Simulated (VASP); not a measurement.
TaN: single point with PBE

The system is TaN.

```
Ta N
1.0
     0.00000    2.27489    2.20863
     2.27489    0.00000    2.20863
     2.27489    2.27489    0.00000
Ta N
1 1
Direct
  0.50000 0.50000 0.50000
  0.00000 0.00000 0.00000
```

This cell differs from its parent crystal: strain +0.030 along x and y, +0.000 along z.

| Item | Value |
| --- | --- |
| Program | VASP 6.6.1 |
| Task | single point |
| Functional | PBE |
| Potentials or basis | VASP PAW PBE potentials, release 64 (Ta_pv, N) |
| Cutoff | 520 eV |
| k mesh | 24 × 24 × 24 |
| Occupations | gaussian, width 0.15 eV |
| Spin | no spin polarisation |
| Dipole correction | no |
| Further INCAR settings | ALGO = Normal; EDIFF = 1e-06; NBANDS = 15 |

* Pressure: -15.9 GPa
* Band gap on the k mesh: zero (band 8 reaches 10.30 eV, above the bottom of band 9 at 6.72 eV)

Stress tensor (GPa, compression positive):
```
-20.20   0.00   0.00
  0.00 -20.20   0.00
  0.00   0.00  -7.32
```

Levels at points of the mesh, in eV from the Fermi level:
```
           k point  band 4  band 5  band 6  band 7  band 8  band 9  band 10  band 11  band 12  band 13
(0.00, 0.00, 0.00)  -18.27   -3.64   -3.64   -3.55   -2.01   -2.01    -1.69    -0.14    -0.04     1.23
(0.50, 0.00, 0.00)  -15.65   -9.78   -7.07   -7.07    1.56    1.81     1.82     3.59     6.47     7.07
(0.50, 0.50, 0.00)  -17.03   -6.28   -5.01   -4.54   -4.54    1.92     3.16     3.16     3.85     6.19
(0.50, 0.00, 0.50)  -17.06   -6.55   -4.96   -4.44   -4.37    1.82     2.98     3.31     3.86     6.00
```

It took 94 s on 1 thread of Intel(R) Xeon(R) 6975P-C (Granite Rapids), on a shared host, peak memory 0.45 GiB.

Caveat: the cell differs from its parent crystal (strain +0.030 along x and y, +0.000 along z); spin-orbit coupling is left out, which moves the levels of the heavy elements.
